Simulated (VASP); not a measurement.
# LiNbO3 (R3c) in VASP: relaxation of the atoms with PBE

Aim: the relaxation of the atoms of LiNbO3 with PBE.

All numbers are computed with VASP 6.6.1; they aren't measurements. Logs are shortened: lines on timing, memory, paths and dates and some standing lists are left out, and cuts for length are marked.

**1. The cell of the first run**

Symmetry: R3c, No. 161, trigonal system. Conventional cell: a = 5.190 Å, b = 5.190 Å, c = 14.017 Å, α = 90.00°, β = 90.00°, γ = 120.00°. Within 2.8 Å of Li (site symmetry 3) lie 6 O at 2.08 to 2.27 Å. Within 2.5 Å of Nb (site symmetry 3) lie 6 O at 1.88 to 2.16 Å. Within 2.5 Å of O (site symmetry 1) lie 2 Nb at 1.88 to 2.16 Å and 2 Li at 2.08 to 2.27 Å.

**2. Relaxation of the atoms, PBE**

Input file INCAR:

```
ALGO = Normal
EDIFF = 1E-7
EDIFFG = -0.03
ENCUT = 520
GGA = PE
IBRION = 2
ISIF = 2
ISMEAR = -1
ISYM = 0
LASPH = True
LCHARG = False
LREAL = Auto
LWAVE = False
NELM = 80
NSW = 100
PREC = Accurate
SIGMA = 0.01
```

Input file KPOINTS:

```
k-points
0
Gamma
  3 3 1
```

Input file POSCAR:

```
LiNbO3
1.0
   -2.5949501367      4.4945854767      0.0000000000
   -5.1899002700      0.0000000000      0.0000000000
   -5.1899002700      2.9963903200      9.3444465000
Li Nb O
4 4 12
Direct
    0.2816417100      0.2816417100      0.0775374300
    0.7816417100      0.7816417100      0.3275374300
    0.2816417100      0.2816417100      0.5775374300
    0.7816417100      0.7816417100      0.8275374300
    0.0005179900      0.0005179900      0.4992230200
    0.5005179900      0.5005179900      0.2492230200
    0.0005179900      0.0005179900      0.9992230200
    0.5005179900      0.5005179900      0.7492230200
    0.1104886800      0.7210941100      0.4051723500
    0.7210941100      0.3580725000      0.4051723500
    0.3580725000      0.1104886800      0.4051723500
    0.2210941100      0.6104886800      0.1551723500
    0.8580725000      0.2210941100      0.1551723500
    0.6104886800      0.8580725000      0.1551723500
    0.1104886800      0.7210941100      0.9051723500
    0.7210941100      0.3580725000      0.9051723500
    0.3580725000      0.1104886800      0.9051723500
    0.2210941100      0.6104886800      0.6551723500
    0.8580725000      0.2210941100      0.6551723500
    0.6104886800      0.8580725000      0.6551723500
```

Potentials or basis: VASP PAW PBE potentials, release 64 (Li_sv, Nb_sv, O).

Started as:

```bash
$ cat potpaw_PBE.64/Li_sv/POTCAR potpaw_PBE.64/Nb_sv/POTCAR potpaw_PBE.64/O/POTCAR > POTCAR
$ mpirun -np 1 vasp_std > vasp.out
```

OUTCAR:

```text
EDIFF = 1E-7
   EDIFFG = -0.03
   ENCUT = 520
   GGA = PE
   IBRION = 2
   ISIF = 2
   ISMEAR = -1
   ISYM = 0
   LASPH = True
   LREAL = Auto
   NELM = 80
   NSW = 100
   PREC = Accurate

 ion  position               nearest neighbor table
   1  0.282  0.282  0.078-  14 2.08  12 2.08  13 2.08  16 2.27  17 2.27  15 2.27
   2  0.782  0.782  0.328-  11 2.08  10 2.08   9 2.08  12 2.27  13 2.27  14 2.27
   3  0.282  0.282  0.578-  20 2.08  18 2.08  19 2.08  10 2.27  11 2.27   9 2.27
   4  0.782  0.782  0.828-  17 2.08  16 2.08  15 2.08  18 2.27  19 2.27  20 2.27
   5  0.001  0.001  0.499-  11 1.88  10 1.88   9 1.88  19 2.16  18 2.16  20 2.16
   6  0.501  0.501  0.249-  14 1.88  13 1.88  12 1.88  10 2.16   9 2.16  11 2.16
   7  0.001  0.001  0.999-  17 1.88  16 1.88  15 1.88  13 2.16  12 2.16  14 2.16
   8  0.501  0.501  0.749-  20 1.88  19 1.88  18 1.88  16 2.16  15 2.16  17 2.16
   9  0.110  0.721  0.405-   5 1.88   2 2.08   6 2.16   3 2.27
  10  0.721  0.358  0.405-   5 1.88   2 2.08   6 2.16   3 2.27
  11  0.358  0.110  0.405-   5 1.88   2 2.08   6 2.16   3 2.27
  12  0.221  0.610  0.155-   6 1.88   1 2.08   7 2.16   2 2.27
  13  0.858  0.221  0.155-   6 1.88   1 2.08   7 2.16   2 2.27
  14  0.610  0.858  0.155-   6 1.88   1 2.08   7 2.16   2 2.27
  15  0.110  0.721  0.905-   7 1.88   4 2.08   8 2.16   1 2.27
  16  0.721  0.358  0.905-   7 1.88   4 2.08   8 2.16   1 2.27
  17  0.358  0.110  0.905-   7 1.88   4 2.08   8 2.16   1 2.27
  18  0.221  0.610  0.655-   8 1.88   3 2.08   5 2.16   4 2.27
  19  0.858  0.221  0.655-   8 1.88   3 2.08   5 2.16   4 2.27
  20  0.610  0.858  0.655-   8 1.88   3 2.08   5 2.16   4 2.27

IMPORTANT INFORMATION: All symmetrisations will be switched off!
NOSYMM: (Re-)initialisation of all symmetry stuff for point group C_1.

----------------------------------------------------------------------------------------

                                     Primitive cell

  volume of cell :     217.9728

  direct lattice vectors                    reciprocal lattice vectors
    -2.594950137  4.494585477  0.000000000     0.000000000  0.222489928 -0.071343623
    -5.189900270  0.000000000  0.000000000    -0.192681930 -0.111244964 -0.071343623
    -5.189900270  2.996390320  9.344446500     0.000000000  0.000000000  0.107015434

  length of vectors
     5.189900271  5.189900270 11.100995458     0.233648627  0.233648627  0.107015434

  position of ions in fractional coordinates (direct lattice)
     0.281641710  0.281641710  0.077537430
     0.781641710  0.781641710  0.327537430
     0.281641710  0.281641710  0.577537430
     0.781641710  0.781641710  0.827537430
     0.000517990  0.000517990  0.499223020
     0.500517990  0.500517990  0.249223020
[... 12 lines left out ...]
     0.858072500  0.221094110  0.655172350
     0.610488680  0.858072500  0.655172350

  ion indices of the primitive-cell ions
   primitive index   ion index
                 1           1
                 2           2
                 3           3
                 4           4
                 5           5
                 6           6
[... 12 lines left out ...]
                19          19
                20          20

----------------------------------------------------------------------------------------

 KPOINTS: k-points

Automatic generation of k-mesh.
 Grid dimensions read from file:
 generate k-points for:    3    3    1

 Generating k-lattice:

  Cartesian coordinates                     Fractional coordinates (reciprocal lattice)
     0.000000000  0.074163309 -0.023781208     0.333333333  0.000000000  0.000000000
    -0.064227310 -0.037081655 -0.023781208    -0.000000000  0.333333333 -0.000000000
     0.000000000  0.000000000  0.107015434     0.000000000  0.000000000  1.000000000

  Length of vectors
     0.077882876  0.077882876  0.107015434

  Shift w.r.t. Gamma in fractional coordinates (k-lattice)
     0.000000000  0.000000000  0.000000000

 -----------------------------------------------------------------------------
|                                                                             |
|           W    W    AA    RRRRR   N    N  II  N    N   GGGG   !!!           |
|           W    W   A  A   R    R  NN   N  II  NN   N  G    G  !!!           |
|           W    W  A    A  R    R  N N  N  II  N N  N  G       !!!           |
|           W WW W  AAAAAA  RRRRR   N  N N  II  N  N N  G  GGG   !            |
|           WW  WW  A    A  R   R   N   NN  II  N   NN  G    G                |
|           W    W  A    A  R    R  N    N  II  N    N   GGGG   !!!           |
|                                                                             |
|     Your reciprocal lattice and k-lattice belong to different lattice       |
|     classes:                                                                |
|                                                                             |
|        The reciprocal lattice is rhombohedral (trigonal),                   |
|        whereas your k-lattice is base-centered monoclinic.                  |
|                                                                             |
|     Results are often still useful ...                                      |
|                                                                             |
 -----------------------------------------------------------------------------

 WARNING: IBZKPT: internal override: KBLOWUP is changed to .FALSE.
      ... skipping the blow-up phase ...

 Subroutine IBZKPT returns following result:
 ===========================================

 Found      5 irreducible k-points:

 Following reciprocal coordinates:
            Coordinates               Weight
  0.000000  0.000000  0.000000      1.000000
  0.333333  0.000000  0.000000      2.000000
  0.000000  0.333333  0.000000      2.000000
  0.333333  0.333333  0.000000      2.000000
 -0.333333  0.333333  0.000000      2.000000
   k-points           NKPTS =      5   k-points in BZ     NKDIM =      5   number of bands    NBANDS=     81
   number of dos      NEDOS =    301   number of ions     NIONS =     20
   total plane-waves  NPLWV = 134400
   dimension x,y,z NGX =    40 NGY =   40 NGZ =   84
   dimension x,y,z NGXF=    80 NGYF=   80 NGZF=  168
   ions per type =               4   4  12
   NGX,Y,Z   is equivalent  to a cutoff of  12.81, 12.81, 12.58 a.u.
   NGXF,Y,Z  is equivalent  to a cutoff of  25.63, 25.63, 25.16 a.u.
 SYSTEM =  unknown system
   PREC   = accura    normal or accurate (medium, high low for compatibility)
   ISTART =      0    job   : 0-new  1-cont  2-samecut
   ICHARG =      2    charge: 1-file 2-atom 10-const
   ISPIN  =      1    spin polarized calculation?
   LNONCOLLINEAR =      F non collinear calculations
   LSORBIT =      F    spin-orbit coupling
   LASPH  =      T    aspherical Exc in radial PAW
   ENCUT  =  520.0 eV  38.22 Ry    6.18 a.u.   9.65  9.65 20.64*2*pi/ulx,y,z
   NELM   =     80;   NELMIN=  2; NELMDL= -5     # of ELM steps
   EDIFF  = 0.1E-06   stopping-criterion for ELM
   LREAL  =      T    real-space projection
   EDIFFG = -.3E-01   stopping-criterion for IOM
   NSW    =    100    number of steps for IOM
   IBRION =      2    ionic relax: 0-MD 1-quasi-New 2-CG
   NFREE  =      1    steps in history (QN), initial steepest desc. (CG)
   ISIF   =      2    stress and relaxation
   ISYM   =      0    0-nonsym 1-usesym 2-fastsym
   POTIM  = 0.5000    time-step for ionic-motion
   TEBEG  =    0.0;   TEEND  =   0.0 temperature during run
   PSTRESS=    0.0 pullay stress
   NELECT =     136.0000    total number of electrons
   NUPDOWN=      -1.0000    fix difference up-down
   EMIN   =  10.00;   EMAX   =-10.00  energy-range for DOS
   EFERMI =   0.00;   METHOD = LEGACY
   ISMEAR =    -1;   SIGMA  =   0.01  broadening in eV -4-tet -1-fermi 0-gaus
   EFERMI_NEDOS =   21; number of points for ismear=-14 and -15
   IALGO  =     38    algorithm
   IMIX   =      4    mixing-type and parameters
     AMIX     =   0.40;   BMIX     =  1.00
     AMIX_MAG =   1.60;   BMIX_MAG =  1.00
  volume/ion in A,a.u.               =      10.90        73.55
  Fermi-wavevector in a.u.,A,eV,Ry     =   1.398901  2.643540 26.625577  1.956925
  Thomas-Fermi vector in A             =   2.522014
   LORBIT       =      0    0 simple, 1 ext, 2 COOP (PROOUT), +10 PAW based schemes
   GGA     = PE    functional components
   LHFCALC =     F    Hartree Fock is set to
   AEXX    =    0.0000 exact exchange contribution
   IVDW    =     0    specifies the selected vdW correction
   LEPSILON=     F    determine dielectric tensor
   LRPA    =     F    only Hartree local field effects (RPA)
 conjugate gradient relaxation of ions
 non-spin polarized calculation
  energy-cutoff  :      520.00
  volume of cell :      217.97
 maximum number of plane-waves:      5909
 NGX is ok and might be reduce to    40
   NGX = 19   NGY = 19   NGZ = 41

 number of electron     135.9999975 magnetization

 Free energy of the ion-electron system (eV)
  ---------------------------------------------------
  ext. energy  EPLUGINS =         0.00000000
  ---------------------------------------------------
  free energy    TOTEN  =      -160.06298456 eV

  energy without entropy =     -160.06298456  energy(sigma->0) =     -160.06298456

 E-fermi :   3.6549     XC(G=0): -10.6663

 val. band max:        3.3197349911   @ k =   0.0000   0.0000   0.0000
 cond. band min:       6.8983315154   @ k =  -0.3333   0.3333   0.0000
 fundamental gap:      3.5785965243
 Fermi energy:         3.6549036340

 k-point     1 :       0.0000    0.0000    0.0000
  band No.  band energies     occupation
      1     -50.9147      2.00000
      2     -50.9081      2.00000
      3     -50.9081      2.00000
      4     -50.9014      2.00000
      5     -39.3451      2.00000
      6     -39.3440      2.00000
[... 72 lines left out ...]
     79       8.3920      0.00000
[... 331 lines left out ...]
     79       8.3938      0.00000
     80       8.4795      0.00000
 [bands above 80 left out]

------------------------ aborting loop because EDIFF is reached ----------------------------------------

  FORCE on cell =-STRESS in cart. coord.  units (eV):
  Direction    XX          YY          ZZ          XY          YZ          ZX
  --------------------------------------------------------------------------------------
  -------------------------------------------------------------------------------------
  Total       -0.4381349     -0.4600757     -0.3017478     -0.0190657      0.0242590     -0.0419246
  in kB       -3.2204473     -3.3817202     -2.2179539     -0.1401394      0.1783124     -0.3081608
  external PRESSURE =      -2.9400405 kB  Pullay stress =       0.0000000 kB

 VOLUME and BASIS-vectors are now :
 -----------------------------------------------------------------------------
  energy-cutoff  :      520.00
  volume of cell :      217.97
      direct lattice vectors                 reciprocal lattice vectors
    -2.594950137  4.494585477  0.000000000     0.000000000  0.222489928 -0.071343623
    -5.189900270  0.000000000  0.000000000    -0.192681930 -0.111244964 -0.071343623
    -5.189900270  2.996390320  9.344446500     0.000000000  0.000000000  0.107015434

 POSITION                                       TOTAL-FORCE (eV/Angst)
 -----------------------------------------------------------------------------------
     -2.59495      1.49820      0.72454        -0.002988     -0.001187     -0.004314
     -7.78485      4.49459      3.06066        -0.000468      0.003182     -0.004284
     -5.18990      2.99639      5.39677        -0.002987     -0.001186     -0.004297
    -10.37980      5.99278      7.73288        -0.000472      0.003177     -0.004299
     -2.59495      1.49820      4.66496         0.005976     -0.015783     -0.000272
     -5.18990      2.99639      2.32885         0.016685      0.002748     -0.000313
[... 12 lines left out ...]
     -6.77439      5.81983      6.12222        -0.002421     -0.004801      0.006361
     -9.43778      4.70705      6.12222         0.000279      0.012465     -0.011382
 -----------------------------------------------------------------------------------
    total drift:                                0.021152     -0.012219      0.020506

  FREE ENERGIE OF THE ION-ELECTRON SYSTEM (eV)
  ---------------------------------------------------
  free  energy   TOTEN  =      -160.0629845561 eV

  energy  without entropy=     -160.0629845561  energy(sigma->0) =     -160.06298456

 reached required accuracy - stopping structural energy minimisation
```

Run time: 5.1 min. Hardware: 1 thread of Intel Xeon Platinum 8259CL at 2.50GHz (Skylake/Cascade Lake), shared host; peak memory 0.37 GiB.

Results:

| Quantity | Value |
| --- | --- |
| Free energy | -160.0630 eV |
| Largest force after relaxing | 0.017 eV/Å |
| Band gap on the k mesh | 3.58 eV |

Forces in eV/Å, atoms in the order of the input:
```
Li  -0.003 -0.001 -0.004
Li   0.000  0.003 -0.004
Li  -0.003 -0.001 -0.004
Li   0.000  0.003 -0.004
Nb   0.006 -0.016  0.000
Nb   0.017  0.003  0.000
Nb   0.006 -0.016  0.000
Nb   0.017  0.003  0.000
O   -0.004  0.005  0.010
O    0.003  0.004  0.006
O   -0.011 -0.006 -0.011
O   -0.006  0.001  0.010
O   -0.002 -0.005  0.006
O    0.000  0.012 -0.011
O   -0.003  0.005  0.010
O    0.003  0.005  0.006
O   -0.011 -0.006 -0.011
O   -0.006  0.001  0.010
O   -0.002 -0.005  0.006
O    0.000  0.012 -0.011
```

Final structure:
```
CELL_PARAMETERS angstrom
-2.59495 4.49459 0.00000
-5.18990 0.00000 0.00000
-5.18990 2.99639 9.34445
ATOMIC_POSITIONS crystal
Li 0.28164 0.28164 0.07754
Li 0.78164 0.78164 0.32754
Li 0.28164 0.28164 0.57754
Li 0.78164 0.78164 0.82754
Nb 0.00052 0.00052 0.49922
Nb 0.50052 0.50052 0.24922
Nb 0.00052 0.00052 0.99922
Nb 0.50052 0.50052 0.74922
O 0.11049 0.72109 0.40517
O 0.72109 0.35807 0.40517
O 0.35807 0.11049 0.40517
O 0.22109 0.61049 0.15517
O 0.85807 0.22109 0.15517
O 0.61049 0.85807 0.15517
O 0.11049 0.72109 0.90517
O 0.72109 0.35807 0.90517
O 0.35807 0.11049 0.90517
O 0.22109 0.61049 0.65517
O 0.85807 0.22109 0.65517
O 0.61049 0.85807 0.65517
```

Caveat: the k points lie up to 0.67 Å⁻¹ apart; the cutoff is under 1.25 times the usual one of these potentials, so pressure, stress and relaxed cells hold a basis-set (Pulay) error; the relaxation stopped at its first step, so nothing moved; an odd mesh through Γ misses points on the zone boundary, where band edges can lie.
